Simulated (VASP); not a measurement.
# ZrS2 (P-3m1) in VASP: further runs

ZrS2 is run at these levels: PBE, LDA, r2SCAN; tasks: single point.

Everything below comes from runs of VASP 6.6.1. Logs are shortened: lines on timing, memory, paths and dates and some standing lists are left out, and cuts for length are marked.

**1. The cell of the first run**

The structure is trigonal, space group P-3m1 (No. 164). The conventional cell has a = 3.674 Å, b = 3.674 Å, c = 5.857 Å, α = 90.00°, β = 90.00°, γ = 120.00°. Zr (site symmetry -3m) has 6 S at 2.57 Å within 3.4 Å. Within 3.4 Å of S (site symmetry 3m) lie 3 Zr at 2.57 Å.

**2. Single point, PBE**

File INCAR:

```
SYSTEM = ZrS2
ALGO = Normal
EDIFF = 1E-6
ENCUT = 500
GGA = PE
GGA_COMPAT = .False.
ISIF = 2
ISMEAR = 0
LASPH = .True.
LCHARG = .False.
LREAL = .False.
LWAVE = .False.
NBANDS = 19
NELM = 120
PREC = Accurate
SIGMA = 0.01
```

File KPOINTS:

```
k-points
0
Gamma
  2 2 2
  0 0 0
```

File POSCAR:

```
ZrS2
1.0
    3.6743990828      0.0000000000      0.0000000000
   -1.8371995414      3.1821229494      0.0000000000
    0.0000000000      0.0000000000      5.8568562426
Zr S
1 2
Direct
    0.0000000000      0.0000000000      0.0000000000
    0.3333333333      0.6666666667      0.2462324613
    0.6666666667      0.3333333333      0.7537675387
```

Potentials or basis: VASP PAW PBE potentials, release 64 (Zr_sv, S).

Command:

```sh
cat potpaw_PBE.64/Zr_sv/POTCAR potpaw_PBE.64/S/POTCAR > POTCAR
mpirun -np 1 vasp_std > vasp.out
```

OUTCAR:

```text
SYSTEM = ZrS2
   EDIFF = 1E-6
   ENCUT = 500
   GGA = PE
   ISIF = 2
   ISMEAR = 0
   LASPH = .True.
   LREAL = .False.
   NELM = 120
   PREC = Accurate

 ion  position               nearest neighbor table
   1  0.000  0.000  0.000-   3 2.57   2 2.57   3 2.57   2 2.57   3 2.57   2 2.57
   2  0.333  0.667  0.246-   1 2.57   1 2.57   1 2.57
   3  0.667  0.333  0.754-   1 2.57   1 2.57   1 2.57

  LATTYP: Found a hexagonal cell.
 ALAT       =     3.6743990828
 C/A-ratio  =     1.5939630156

  Lattice vectors:

 A1 = (   3.6743990828,   0.0000000000,   0.0000000000)
 A2 = (  -1.8371995414,   3.1821229494,   0.0000000000)
 A3 = (   0.0000000000,   0.0000000000,   5.8568562426)

Analysis of symmetry for initial positions (statically):
=====================================================================
 Subroutine PRICEL returns:
 Original cell was already a primitive cell.

 Routine SETGRP: Setting up the symmetry group for a
 hexagonal supercell.

 Subroutine GETGRP returns: Found 12 space group operations
 (whereof 12 operations were pure point group operations)
 out of a pool of 24 trial point group operations.

The static configuration has the point symmetry D_3d.

Analysis of symmetry for dynamics (positions and initial velocities):
=====================================================================
 Subroutine PRICEL returns:
 Original cell was already a primitive cell.

 Routine SETGRP: Setting up the symmetry group for a
 hexagonal supercell.

 Subroutine GETGRP returns: Found 12 space group operations
 (whereof 12 operations were pure point group operations)
 out of a pool of 24 trial point group operations.

The dynamic configuration has the point symmetry D_3d.

 Subroutine INISYM returns: Found 12 space group operations
 (whereof 12 operations are pure point group operations),
 and found     1 'primitive' translations

----------------------------------------------------------------------------------------

                                     Primitive cell

  volume of cell :      68.4806

  direct lattice vectors                    reciprocal lattice vectors
     3.674399083  0.000000000  0.000000000     0.272153345  0.157127807  0.000000000
    -1.837199541  3.182122949  0.000000000     0.000000000  0.314255614  0.000000000
     0.000000000  0.000000000  5.856856243     0.000000000  0.000000000  0.170740062

  length of vectors
     3.674399083  3.674399083  5.856856243     0.314255614  0.314255614  0.170740062

  position of ions in fractional coordinates (direct lattice)
     0.000000000  0.000000000  0.000000000
     0.333333333  0.666666667  0.246232461
     0.666666667  0.333333333  0.753767539

  ion indices of the primitive-cell ions
   primitive index   ion index
                 1           1
                 2           2
                 3           3

----------------------------------------------------------------------------------------

 KPOINTS: k-points

Automatic generation of k-mesh.
 Grid dimensions read from file:
 generate k-points for:    2    2    2

 Generating k-lattice:

  Cartesian coordinates                     Fractional coordinates (reciprocal lattice)
     0.136076672  0.078563903  0.000000000     0.500000000 -0.000000000  0.000000000
     0.000000000  0.157127807  0.000000000     0.000000000  0.500000000  0.000000000
     0.000000000  0.000000000  0.085370031     0.000000000  0.000000000  0.500000000

  Length of vectors
     0.157127807  0.157127807  0.085370031

  Shift w.r.t. Gamma in fractional coordinates (k-lattice)
     0.000000000  0.000000000  0.000000000

 Subroutine IBZKPT returns following result:
 ===========================================

 Found      4 irreducible k-points:

 Following reciprocal coordinates:
            Coordinates               Weight
  0.000000  0.000000  0.000000      1.000000
  0.500000  0.000000  0.000000      3.000000
  0.000000  0.000000  0.500000      1.000000
  0.500000  0.000000  0.500000      3.000000
   k-points           NKPTS =      4   k-points in BZ     NKDIM =      4   number of bands    NBANDS=     19
   number of dos      NEDOS =    301   number of ions     NIONS =      3
   total plane-waves  NPLWV =  37632
   dimension x,y,z NGX =    28 NGY =   28 NGZ =   48
   dimension x,y,z NGXF=    56 NGYF=   56 NGZF=   96
   ions per type =               1   2
   NGX,Y,Z   is equivalent  to a cutoff of  12.67, 12.67, 13.62 a.u.
   NGXF,Y,Z  is equivalent  to a cutoff of  25.34, 25.34, 27.25 a.u.
 SYSTEM =  ZrS2
   PREC   = accura    normal or accurate (medium, high low for compatibility)
   ISTART =      0    job   : 0-new  1-cont  2-samecut
   ICHARG =      2    charge: 1-file 2-atom 10-const
   ISPIN  =      1    spin polarized calculation?
   LNONCOLLINEAR =      F non collinear calculations
   LSORBIT =      F    spin-orbit coupling
   LASPH  =      T    aspherical Exc in radial PAW
   ENCUT  =  500.0 eV  36.75 Ry    6.06 a.u.   6.70  6.70 10.68*2*pi/ulx,y,z
   NELM   =    120;   NELMIN=  2; NELMDL= -5     # of ELM steps
   EDIFF  = 0.1E-05   stopping-criterion for ELM
   LREAL  =      F    real-space projection
   EDIFFG = 0.1E-04   stopping-criterion for IOM
   NSW    =      0    number of steps for IOM
   IBRION =     -1    ionic relax: 0-MD 1-quasi-New 2-CG
   NFREE  =      0    steps in history (QN), initial steepest desc. (CG)
   ISIF   =      2    stress and relaxation
   ISYM   =      2    0-nonsym 1-usesym 2-fastsym
   POTIM  = 0.5000    time-step for ionic-motion
   TEBEG  =    0.0;   TEEND  =   0.0 temperature during run
   PSTRESS=    0.0 pullay stress
   NELECT =      24.0000    total number of electrons
   NUPDOWN=      -1.0000    fix difference up-down
   EMIN   =  10.00;   EMAX   =-10.00  energy-range for DOS
   EFERMI =   0.00;   METHOD = LEGACY
   ISMEAR =     0;   SIGMA  =   0.01  broadening in eV -4-tet -1-fermi 0-gaus
   EFERMI_NEDOS =   21; number of points for ismear=-14 and -15
   IALGO  =     38    algorithm
   IMIX   =      4    mixing-type and parameters
     AMIX     =   0.40;   BMIX     =  1.00
     AMIX_MAG =   1.60;   BMIX_MAG =  1.00
  volume/ion in A,a.u.               =      22.83       154.04
  Fermi-wavevector in a.u.,A,eV,Ry     =   1.154222  2.181163 18.126064  1.332228
  Thomas-Fermi vector in A             =   2.290860
   LORBIT       =      0    0 simple, 1 ext, 2 COOP (PROOUT), +10 PAW based schemes
   GGA     = PE    functional components
   LHFCALC =     F    Hartree Fock is set to
   AEXX    =    0.0000 exact exchange contribution
   IVDW    =     0    specifies the selected vdW correction
   LEPSILON=     F    determine dielectric tensor
   LRPA    =     F    only Hartree local field effects (RPA)
 non-spin polarized calculation
 Gauss-broadening in eV      SIGMA  =   0.01
  energy-cutoff  :      500.00
  volume of cell :       68.48
 maximum number of plane-waves:      1785
 NGX is ok and might be reduce to    28
   NGX = 13   NGY = 13   NGZ = 21

 number of electron      23.9999999 magnetization

 Free energy of the ion-electron system (eV)
  ---------------------------------------------------
  ext. energy  EPLUGINS =         0.00000000
  ---------------------------------------------------
  free energy    TOTEN  =       -20.42469558 eV

  energy without entropy =      -20.42469558  energy(sigma->0) =      -20.42469558

 E-fermi :   4.9537     XC(G=0):  -9.5280

 val. band max:        4.8368031673   @ k =   0.0000   0.0000   0.0000
 cond. band min:       5.4516200234   @ k =   0.5000   0.0000   0.5000
 fundamental gap:      0.6148168560
 Fermi energy:         4.9536967447

 k-point     1 :       0.0000    0.0000    0.0000
  band No.  band energies     occupation
      1     -44.7142      2.00000
      2     -22.7956      2.00000
      3     -22.5807      2.00000
      4     -22.5807      2.00000
      5      -7.9243      2.00000
      6      -6.4025      2.00000
[... 11 lines left out ...]
     18      10.4391      0.00000
     19      10.5659      0.00000

 k-point     2 :       0.5000    0.0000    0.0000
  band No.  band energies     occupation
      1     -44.6961      2.00000
      2     -22.8295      2.00000
      3     -22.7414      2.00000
      4     -22.6352      2.00000
      5      -6.8869      2.00000
      6      -6.4745      2.00000
[... 11 lines left out ...]
     18      11.3968      0.00000
     19      12.7164      0.00000

 k-point     3 :       0.0000    0.0000    0.5000
  band No.  band energies     occupation
      1     -44.7141      2.00000
      2     -22.7962      2.00000
      3     -22.5807      2.00000
      4     -22.5807      2.00000
      5      -7.6456      2.00000
      6      -6.8252      2.00000
[... 11 lines left out ...]
     18      10.9404      0.00000
     19      12.3665      0.00000

 k-point     4 :       0.5000    0.0000    0.5000
  band No.  band energies     occupation
      1     -44.6961      2.00000
      2     -22.8294      2.00000
      3     -22.7416      2.00000
      4     -22.6352      2.00000
      5      -6.9821      2.00000
      6      -6.3501      2.00000
[... 11 lines left out ...]
     18      10.9429      0.00000
     19      11.9282      0.00000

------------------------ aborting loop because EDIFF is reached ----------------------------------------

  FORCE on cell =-STRESS in cart. coord.  units (eV):
  Direction    XX          YY          ZZ          XY          YZ          ZX
  --------------------------------------------------------------------------------------
  -------------------------------------------------------------------------------------
  Total        2.8270342      2.8270342      0.3225855      0.0000000      0.0000000      0.0000000
  in kB       66.1414644     66.1414644      7.5472303      0.0000000      0.0000000      0.0000000
  external PRESSURE =      46.6100530 kB  Pullay stress =       0.0000000 kB

 VOLUME and BASIS-vectors are now :
 -----------------------------------------------------------------------------
  energy-cutoff  :      500.00
  volume of cell :       68.48
      direct lattice vectors                 reciprocal lattice vectors
     3.674399083  0.000000000  0.000000000     0.272153345  0.157127807  0.000000000
    -1.837199541  3.182122949  0.000000000     0.000000000  0.314255614  0.000000000
     0.000000000  0.000000000  5.856856243     0.000000000  0.000000000  0.170740062

 POSITION                                       TOTAL-FORCE (eV/Angst)
 -----------------------------------------------------------------------------------
      0.00000      0.00000      0.00000         0.000000      0.000000      0.000000
     -0.00000      2.12142      1.44215         0.000000     -0.000000     -0.434064
      1.83720      1.06071      4.41471        -0.000000      0.000000      0.434064
 -----------------------------------------------------------------------------------
    total drift:                               -0.000000     -0.000000     -0.000000

  FREE ENERGIE OF THE ION-ELECTRON SYSTEM (eV)
  ---------------------------------------------------
  free  energy   TOTEN  =       -20.4246955779 eV

  energy  without entropy=      -20.4246955779  energy(sigma->0) =      -20.42469558
```

Run time: 5.8 s. Hardware: 1 thread of Intel Xeon Platinum 8488C (Sapphire Rapids), shared host; peak memory 0.18 GiB.

Results:

| Property | Result |
| --- | --- |
| Free energy | -20.4247 eV |
| Pressure | 4.7 GPa |
| Largest force | 0.434 eV/Å |
| Band gap on the k mesh | 0.61 eV, indirect (least direct gap 1.18 eV) |

Forces in eV/Å, atoms in the order of the input:
```
Zr   0.000  0.000  0.000
S    0.000  0.000 -0.434
S    0.000  0.000  0.434
```

Stress tensor (GPa, compression positive):
```
6.61 0.00 0.00
0.00 6.61 0.00
0.00 0.00 0.75
```

Caveat: the k points lie up to 0.99 Å⁻¹ apart; this functional lacks dispersion, which binds the layers, so the pressure and a relaxed spacing across them are unreliable.

**3. Single point, PBE**

File INCAR:

```
SYSTEM = ZrS2
PREC = Accurate
ENCUT = 500
EDIFF = 1E-6
ISMEAR = 0
SIGMA = 0.01
LREAL = .FALSE.
LASPH = .TRUE.
NELM = 120
ALGO = Normal
ISIF = 2
LWAVE = .FALSE.
LCHARG = .FALSE.
GGA = PE
NBANDS = 19
GGA_COMPAT = .FALSE.
```

File KPOINTS:

```
Automatic mesh
0
G
  8 8 1
  0 0 0
```

POSCAR is that of step 2.

Potentials or basis: VASP PAW PBE potentials, release 64 (Zr_sv, S).

Command:

```sh
cat potpaw_PBE.64/Zr_sv/POTCAR potpaw_PBE.64/S/POTCAR > POTCAR
mpirun -np 1 vasp_std > vasp.out
```

It took 8.9 s on 1 thread of Intel Xeon Platinum 8488C (Sapphire Rapids), shared host; peak memory 0.18 GiB.

The run converged. Its results:

* Free energy: -21.5604 eV
* Pressure: 0.3 GPa
* Largest force: 0.076 eV/Å
* Band gap on the k mesh: 1.05 eV, indirect (least direct gap 1.49 eV)

Forces in eV/Å, atoms in the order of the input:
```
Zr   0.000  0.000  0.000
S    0.000  0.000  0.076
S    0.000  0.000 -0.076
```

Stress tensor (GPa, compression positive):
```
 1.12  0.00  0.00
 0.00  1.12  0.00
 0.00  0.00 -1.30
```

Levels at points of the mesh, in eV from the valence-band top:
```tsv
k point	band 8	band 9	band 10	band 11	band 12	band 13	band 14	band 15	band 16	band 17
(0.00, 0.00, 0.00)	-2.88	-2.88	-0.18	-0.18	0.00	1.49	1.49	2.29	4.84	4.84
(0.50, 0.00, 0.00)	-2.63	-2.55	-2.52	-1.89	-1.32	1.05	3.20	3.47	5.65	5.85
```

Caveat: the k points lie up to 1.07 Å⁻¹ apart; this functional lacks dispersion, which binds the layers, so the pressure and a relaxed spacing across them are unreliable.

**4. Single point, LDA**

File INCAR:

```
ALGO     = Normal         # electronic algorithm
EDIFF    = 1E-6           # SCF threshold, eV
ENCUT    = 500            # plane-wave cutoff, eV
GGA_COMPAT= False        
ISIF     = 2              # what is computed and relaxed
ISMEAR   = 0              # smearing method
LASPH    = True           # aspherical terms in the spheres
LCHARG   = False          # write CHGCAR
LREAL    = False          # projectors in reciprocal space
LWAVE    = False          # write WAVECAR
NBANDS   = 19             # bands
NELM     = 120            # most SCF steps
PREC     = Accurate       # precision mode
SIGMA    = 0.01           # smearing width, eV
```

File KPOINTS:

```
k-points
0
Gamma
  6 6 2
```

POSCAR is that of step 3.

Potentials or basis: VASP PAW LDA potentials, release 64 (Zr_sv, S).

Command:

```sh
cat potpaw_LDA.64/Zr_sv/POTCAR potpaw_LDA.64/S/POTCAR > POTCAR
mpirun -np 1 vasp_std > vasp.out
```

Run time: 9.7 s. Hardware: 1 thread of Intel Xeon Platinum 8488C (Sapphire Rapids), shared host; peak memory 0.16 GiB.

It converged, with:

```
Free energy            : -23.3330 eV
Pressure               : -3.9 GPa
Largest force          : 0.272 eV/Å
Band gap on the k mesh : 0.76 eV, indirect (least direct gap 1.38 eV)
```

Forces on the atoms (eV/Å):
```
Zr   0.000  0.000  0.000
S    0.000  0.000 -0.272
S    0.000  0.000  0.272
```

Stress tensor (GPa, compression positive):
```
-4.33  0.00  0.00
 0.00 -4.33  0.00
 0.00  0.00 -2.94
```

Levels at points of the mesh, in eV from the valence-band top:
| k point | band 9 | band 10 | band 11 | band 12 | band 13 | band 14 | band 15 | band 16 |
| --- | --- | --- | --- | --- | --- | --- | --- | --- |
| (0.00, 0.00, 0.00) | -2.90 | -0.16 | -0.16 | 0.00 | 1.38 | 1.38 | 2.18 | 4.81 |
| (0.50, 0.00, 0.00) | -2.57 | -2.56 | -1.93 | -1.32 | 0.95 | 3.08 | 3.36 | 5.65 |
| (0.00, 0.00, 0.50) | -2.86 | -1.91 | -0.31 | -0.31 | 1.34 | 1.34 | 2.53 | 5.23 |
| (0.50, 0.00, 0.50) | -2.72 | -2.35 | -1.03 | -0.80 | 0.76 | 3.07 | 3.36 | 5.11 |

Caveat: the k points lie up to 0.54 Å⁻¹ apart.

**5. Single point, PBE**

File INCAR:

```
PREC = Accurate ; ENCUT = 500
EDIFF = 1E-6 ; ISMEAR = 1
SIGMA = 0.126 ; LREAL = F
LASPH = T ; NELM = 120
ALGO = Normal ; ISIF = 2
LWAVE = F ; LCHARG = T
GGA = PE ; LELF = T
LVHAR = T ; NBANDS = 19
GGA_COMPAT = F
```

File KPOINTS:

```
Automatic mesh
0
Gamma
  6 6 4
```

POSCAR is that of step 4.

Potentials or basis: VASP PAW PBE potentials, release 64 (Zr_sv, S).

Command:

```sh
cat potpaw_PBE.64/Zr_sv/POTCAR potpaw_PBE.64/S/POTCAR > POTCAR
mpirun -np 1 vasp_std > vasp.out
```

It took 18 s on 1 thread of Intel Xeon Platinum 8488C (Sapphire Rapids), shared host; peak memory 0.19 GiB.

The run converged. Its results:

```yaml
Free_energy: -21.3973 eV
Pressure: 1.3 GPa
Largest_force: 0.040 eV/Å
Band_gap_on_the_k_mesh: 0.88 eV, indirect (least direct gap 1.50 eV)
```

Forces on the atoms (eV/Å):
```
Zr   0.000  0.000  0.000
S    0.000  0.000  0.040
S    0.000  0.000 -0.040
```

Stress tensor (GPa, compression positive):
```
1.06 0.00 0.00
0.00 1.06 0.00
0.00 0.00 1.93
```

Levels at points of the mesh, in eV from the valence-band top:
```csv
k point,band 8,band 9,band 10,band 11,band 12,band 13,band 14,band 15,band 16,band 17
"(0.00, 0.00, 0.00)",-2.88,-2.88,-0.16,-0.16,0.00,1.50,1.50,2.31,4.85,4.85
"(0.50, 0.00, 0.00)",-2.62,-2.54,-2.52,-1.89,-1.31,1.06,3.19,3.47,5.67,5.86
"(0.00, 0.00, 0.50)",-2.83,-2.83,-1.82,-0.31,-0.31,1.46,1.46,2.65,5.25,5.25
"(0.50, 0.00, 0.50)",-3.28,-2.70,-2.32,-1.03,-0.81,0.88,3.18,3.47,5.15,5.72
```

Caveat: this functional lacks dispersion, which binds the layers, so the pressure and a relaxed spacing across them are unreliable.

(Continued in part 2 of 2.)
